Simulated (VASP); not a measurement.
Set up this calculation in VASP 6.6.1, as the native input.

| Property | Result |
| --- | --- |
| Task | single point |
| Functional | PBEsol |
| Potentials or basis | VASP PAW PBE potentials, release 64 (Mn_sv) |
| Cutoff | 600 eV |
| k mesh | 6 × 6 × 4 |
| Occupations | gaussian, width 0.1 eV |
| Spin | no spin polarisation |
| Dipole correction | no |
| Second run | valence_matched |
| Further INCAR settings | ALGO = Normal; EDIFF = 1e-06; NBANDS = 38 |

The structure of Mn lies in POSCAR:

```
Mn
1.0
    3.6671381817      0.0000000000      0.0000000000
   -1.8335690909      3.1758348246      0.0000000000
    0.0000000000      0.0000000000      4.2512084063
Mn
4
Direct
    0.0000000000      0.0000000000      0.2500000000
    0.0000000000      0.0000000000      0.7500000000
    0.3333333333      0.6666666667      0.7500000000
    0.6666666667      0.3333333333      0.2500000000
```

One way to write it, as run:

INCAR

```
ALGO = Normal ; EDIFF = 1E-6
ENCUT = 600 ; GGA = PS
GGA_COMPAT = F ; ISIF = 2
ISMEAR = 0 ; LASPH = T
LCHARG = F ; LREAL = F
LWAVE = F ; NBANDS = 38
NELM = 120 ; PREC = Accurate
SIGMA = 0.1
```

KPOINTS

```
k-points
0
Gamma
  6 6 4
```

Potentials or basis: VASP PAW PBE potentials, release 64 (Mn_sv).

The run is started by

```sh
$ cat potpaw_PBE.64/Mn_sv/POTCAR > POTCAR
$ mpirun -np 1 vasp_std > vasp.out
```

It gave:

```json
{
 "Pressure": "-2.5 GPa",
 "Band gap on the k mesh": "zero (band 30 reaches 12.16 eV, above the bottom of band 31 at 11.12 eV)"
}
```

Caveat: the k points lie up to 0.37 Å⁻¹ apart; the PAW data sets were made with another functional, which shifts forces and pressure a little; the run has no spin polarisation, though such a crystal can be magnetic.

Run time: 2.4 min on 1 thread of AMD EPYC 7R43 64-Core Processor (Zen 3) (shared host), peak memory 0.15 GiB.
